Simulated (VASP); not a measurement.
# ZnO (P6_3mc) in VASP: further runs

Runs on ZnO. Level: r2SCAN. Tasks: single point.

All numbers are computed with VASP 6.6.1; they aren't measurements. Logs are shortened: lines on timing, memory, paths and dates and some standing lists are left out, and cuts for length are marked.

## (1) The cell of the first run

Symmetry: P6_3mc, No. 186, hexagonal system. The conventional cell has a = 3.249 Å, b = 3.249 Å, c = 5.204 Å, α = 90.00°, β = 90.00°, γ = 120.00°. Zn (site symmetry 3m) has 4 O at 1.89 to 2.01 Å within 2.5 Å. O (site symmetry 3m) has 4 Zn at 1.89 to 2.01 Å within 2.5 Å.

## (2) Single point, r2SCAN (all O atoms moved -0.100 Å, as atom 3 along Cartesian [0 0 1])

POSCAR

```
ZnO
1.0
    3.2493987239      0.0000000000      0.0000000000
   -1.6246993619      2.8140618419      0.0000000000
    0.0000000000      0.0000000000      5.2038000000
Zn O
2 2
Direct
    0.3333333333      0.6666666667      0.0000000000
    0.6666666667      0.3333333333      0.5000000000
    0.3333333333      0.6666666667      0.3628832738
    0.6666666667      0.3333333333      0.8628832738
```

INCAR.step1

```
PREC     = Accurate       # precision mode
ENCUT    = 520            # plane-wave cutoff, eV
ISMEAR   = 0              # smearing method
SIGMA    = 0.05           # smearing width, eV
LREAL    = F              # projectors in reciprocal space
LASPH    = T              # aspherical terms in the spheres
NELM     = 100            # most SCF steps
NBANDS   = 26             # bands
GGA      = PE             # functional
ALGO     = Normal         # electronic algorithm
EDIFF    = 1E-4           # SCF threshold, eV
LWAVE    = T              # write WAVECAR
LCHARG   = F              # write CHGCAR
```

INCAR.step2

```
PREC     = Accurate       # precision mode
ENCUT    = 520            # plane-wave cutoff, eV
EDIFF    = 1E-6           # SCF threshold, eV
ISMEAR   = 0              # smearing method
SIGMA    = 0.05           # smearing width, eV
LREAL    = F              # projectors in reciprocal space
LASPH    = T              # aspherical terms in the spheres
NELM     = 100            # most SCF steps
ALGO     = Normal         # electronic algorithm
ISIF     = 2              # what is computed and relaxed
LWAVE    = F              # write WAVECAR
LCHARG   = T              # write CHGCAR
METAGGA  = R2SCAN         # meta-GGA
LMIXTAU  = T            
LELF     = T              # ELF
LVHAR    = T            
NBANDS   = 26             # bands
ISTART   = 1
```

KPOINTS

```
Automatic mesh
0
Gamma
  12 12 6
```

Potentials or basis: VASP PAW PBE potentials, release 64 (Zn, O).

Command:

```
> cat potpaw_PBE.64/Zn/POTCAR potpaw_PBE.64/O/POTCAR > POTCAR
> cp INCAR.step1 INCAR
> mpirun -np 1 vasp_std > vasp.out
> cp INCAR.step2 INCAR
> mpirun -np 1 vasp_std > vasp.out
```

OUTCAR:

```text
PREC = Accurate
   ENCUT = 520
   EDIFF = 1E-6
   ISMEAR = 0
   LREAL = F
   LASPH = T
   NELM = 100
   ISIF = 2
   METAGGA = R2SCAN
   ISTART = 1

 ion  position               nearest neighbor table
   1  0.333  0.667  0.000-   3 1.89   4 2.01   4 2.01   4 2.01
   2  0.667  0.333  0.500-   4 1.89   3 2.01   3 2.01   3 2.01
   3  0.333  0.667  0.363-   1 1.89   2 2.01   2 2.01   2 2.01
   4  0.667  0.333  0.863-   2 1.89   1 2.01   1 2.01   1 2.01

  LATTYP: Found a hexagonal cell.
 ALAT       =     3.2493987239
 C/A-ratio  =     1.6014655148

  Lattice vectors:

 A1 = (   3.2493987239,   0.0000000000,   0.0000000000)
 A2 = (  -1.6246993619,   2.8140618419,   0.0000000000)
 A3 = (   0.0000000000,   0.0000000000,   5.2038000000)

Analysis of symmetry for initial positions (statically):
=====================================================================
 Subroutine PRICEL returns:
 Original cell was already a primitive cell.

 Routine SETGRP: Setting up the symmetry group for a
 hexagonal supercell.

 Subroutine GETGRP returns: Found 12 space group operations
 (whereof  6 operations were pure point group operations)
 out of a pool of 24 trial point group operations.

The static configuration has the point symmetry C_3v.
 The point group associated with its full space group is C_6v.

Analysis of symmetry for dynamics (positions and initial velocities):
=====================================================================
 Subroutine PRICEL returns:
 Original cell was already a primitive cell.

 Routine SETGRP: Setting up the symmetry group for a
 hexagonal supercell.

 Subroutine GETGRP returns: Found 12 space group operations
 (whereof  6 operations were pure point group operations)
 out of a pool of 24 trial point group operations.

The dynamic configuration has the point symmetry C_3v.
 The point group associated with its full space group is C_6v.

 Subroutine INISYM returns: Found 12 space group operations
 (whereof  6 operations are pure point group operations),
 and found     1 'primitive' translations

----------------------------------------------------------------------------------------

                                     Primitive cell

  volume of cell :      47.5836

  direct lattice vectors                    reciprocal lattice vectors
     3.249398724  0.000000000  0.000000000     0.307749244  0.177679109  0.000000000
[... 89 lines left out ...]
   NELM   =    100;   NELMIN=  2; NELMDL=  0     # of ELM steps
   EDIFF  = 0.1E-05   stopping-criterion for ELM
   LREAL  =      F    real-space projection
   EDIFFG = 0.1E-04   stopping-criterion for IOM
   NSW    =      0    number of steps for IOM
   IBRION =     -1    ionic relax: 0-MD 1-quasi-New 2-CG
   NFREE  =      0    steps in history (QN), initial steepest desc. (CG)
   ISIF   =      2    stress and relaxation
   ISYM   =      2    0-nonsym 1-usesym 2-fastsym
   POTIM  = 0.5000    time-step for ionic-motion
   TEBEG  =    0.0;   TEEND  =   0.0 temperature during run
   PSTRESS=    0.0 pullay stress
   NELECT =      36.0000    total number of electrons
   NUPDOWN=      -1.0000    fix difference up-down
   EMIN   =  10.00;   EMAX   =-10.00  energy-range for DOS
   EFERMI =   0.00;   METHOD = LEGACY
   ISMEAR =     0;   SIGMA  =   0.05  broadening in eV -4-tet -1-fermi 0-gaus
   EFERMI_NEDOS =   21; number of points for ismear=-14 and -15
   IALGO  =     38    algorithm
   IMIX   =      4    mixing-type and parameters
     AMIX     =   0.40;   BMIX     =  1.00
     AMIX_MAG =   1.60;   BMIX_MAG =  1.00
  volume/ion in A,a.u.               =      11.90        80.28
  Fermi-wavevector in a.u.,A,eV,Ry     =   1.491729  2.818959 30.276436  2.225255
  Thomas-Fermi vector in A             =   2.604347
   LORBIT       =      0    0 simple, 1 ext, 2 COOP (PROOUT), +10 PAW based schemes
   METAGGA = R2SCAN    functional components
   LHFCALC =     F    Hartree Fock is set to
   AEXX    =    0.0000 exact exchange contribution
   IVDW    =     0    specifies the selected vdW correction
   LEPSILON=     F    determine dielectric tensor
   LRPA    =     F    only Hartree local field effects (RPA)
 non-spin polarized calculation
 Gauss-broadening in eV      SIGMA  =   0.05
  energy-cutoff  :      520.00
  volume of cell :       47.58
 maximum number of plane-waves:      1302
   NGX = 13   NGY = 13   NGZ = 19

 number of electron      36.0000020 magnetization

 Free energy of the ion-electron system (eV)
  ---------------------------------------------------
  ext. energy  EPLUGINS =         0.00000000
  ---------------------------------------------------
  free energy    TOTEN  =       -36.24244466 eV

  energy without entropy =      -36.24244466  energy(sigma->0) =      -36.24244466

 E-fermi :   1.1312     XC(G=0): -11.6622

 val. band max:        0.8401390040   @ k =   0.0000   0.0000   0.0000
 cond. band min:       2.0861465376   @ k =   0.0000   0.0000   0.0000
 fundamental gap:      1.2460075336
 Fermi energy:         1.1312143434

 k-point     1 :       0.0000    0.0000    0.0000
  band No.  band energies     occupation
      1     -18.2506      2.00000
      2     -17.5432      2.00000
      3      -5.1140      2.00000
      4      -4.9369      2.00000
      5      -4.9046      2.00000
      6      -4.9046      2.00000
[... 685 lines left out ...]
     25      14.7868      0.00000
     26      15.6358      0.00000

 [... further k-points ...]

------------------------ aborting loop because EDIFF is reached ----------------------------------------

  FORCE on cell =-STRESS in cart. coord.  units (eV):
  Direction    XX          YY          ZZ          XY          YZ          ZX
  --------------------------------------------------------------------------------------
  -------------------------------------------------------------------------------------
  Total       -0.9230474     -0.9230474      2.5864928     -0.0000000     -0.0000000      0.0000000
  in kB      -31.0797383    -31.0797383     87.0892641     -0.0000000     -0.0000000      0.0000000
  external PRESSURE =       8.3099292 kB  Pullay stress =       0.0000000 kB

 VOLUME and BASIS-vectors are now :
 -----------------------------------------------------------------------------
  energy-cutoff  :      520.00
  volume of cell :       47.58
      direct lattice vectors                 reciprocal lattice vectors
     3.249398724  0.000000000  0.000000000     0.307749244  0.177679109  0.000000000
    -1.624699362  2.814061842  0.000000000     0.000000000  0.355358217  0.000000000
     0.000000000  0.000000000  5.203800000     0.000000000  0.000000000  0.192167262

 POSITION                                       TOTAL-FORCE (eV/Angst)
 -----------------------------------------------------------------------------------
     -0.00000      1.87604      0.00000        -0.000000      0.000000     -0.881947
      1.62470      0.93802      2.60190         0.000000     -0.000000     -0.881947
     -0.00000      1.87604      1.88837        -0.000000      0.000000      0.881947
      1.62470      0.93802      4.49027        -0.000000      0.000000      0.881947
 -----------------------------------------------------------------------------------
    total drift:                               -0.000000     -0.000000      0.025401

  FREE ENERGIE OF THE ION-ELECTRON SYSTEM (eV)
  ---------------------------------------------------
  free  energy   TOTEN  =       -36.2424446583 eV

  energy  without entropy=      -36.2424446583  energy(sigma->0) =      -36.24244466
```

OUTCAR.step1:

```text
PREC = Accurate
   ENCUT = 520
   ISMEAR = 0
   LREAL = F
[... 927 lines left out ...]
     -0.00000      1.87604      0.00000         0.000000      0.000000     -0.876237
      1.62470      0.93802      2.60190         0.000000     -0.000000     -0.876237
     -0.00000      1.87604      1.88837        -0.000000      0.000000      0.876237
      1.62470      0.93802      4.49027         0.000000     -0.000000      0.876237
 -----------------------------------------------------------------------------------
    total drift:                               -0.000001     -0.000001     -0.002468

  FREE ENERGIE OF THE ION-ELECTRON SYSTEM (eV)
  ---------------------------------------------------
  free  energy   TOTEN  =       -17.7472093377 eV

  energy  without entropy=      -17.7472093377  energy(sigma->0) =      -17.74720934
```

Run time: 3 min. Hardware: 1 thread of Intel Xeon Platinum 8488C (Sapphire Rapids), shared host; peak memory 0.22 GiB.

What came out:

| Quantity | Value |
| --- | --- |
| Free energy | -36.2424 eV |
| Pressure | 0.8 GPa |
| Largest force | 0.882 eV/Å |
| Band gap on the k mesh | 1.25 eV |

Forces in eV/Å, atoms in the order of the input:
```
Zn   0.000  0.000 -0.882
Zn   0.000  0.000 -0.882
O    0.000  0.000  0.882
O    0.000  0.000  0.882
```

Stress tensor (GPa, compression positive):
```
-3.11  0.00  0.00
 0.00 -3.11  0.00
 0.00  0.00  8.71
```

Caveat: the cell differs from its parent crystal (all O atoms moved -0.100 Å, as atom 3 along Cartesian [0 0 1]); the PAW data sets were made with another functional, which shifts forces and pressure a little.

(Continued in part 2 of 2.)
